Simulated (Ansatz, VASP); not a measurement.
One calculation of LiSi2, two programs

```
Li Si
1.0
     4.28088    0.00000    0.00000
    -2.14044    3.70735    0.00000
     0.00000    0.00000    5.64616
Li Si
2 4
Direct
  0.00000 0.00000 0.25000
  0.00000 0.00000 0.75000
  0.66667 0.33333 0.03412
  0.33333 0.66667 0.53412
  0.66667 0.33333 0.46588
  0.33333 0.66667 0.96588
```

Alike in both runs: task single point; functional r2SCAN; k mesh 12 × 12 × 8; occupations gaussian, width 0.1 eV; no spin polarisation.

|  | VASP | Ansatz |
| --- | --- | --- |
| version | VASP 6.6.1 | Ansatz 0.2.0 |
| potentials or method | VASP PAW PBE potentials, release 64 (Li_sv, Si), cutoff 520 eV | scalar-relativistic, plane waves, PAW |
| valence electrons in the cell | 22 | 22 |

|  | VASP | Ansatz | Ansatz less VASP |
| --- | --- | --- | --- |
| gap on the k mesh at the Fermi level (eV) | none | none | - |
| rms of the force components (eV/Å) | 0.056 | 0.056 | -0.0005 |

VASP's potentials were made for PBE, not for r2SCAN. Atom by atom the forces differ by 0.000 eV/Å (rms over components). A gap of «none» marks a metal or a gap that the smearing closes.

Noted on VASP's run: the cutoff is short for stress, so the pressure is rough.
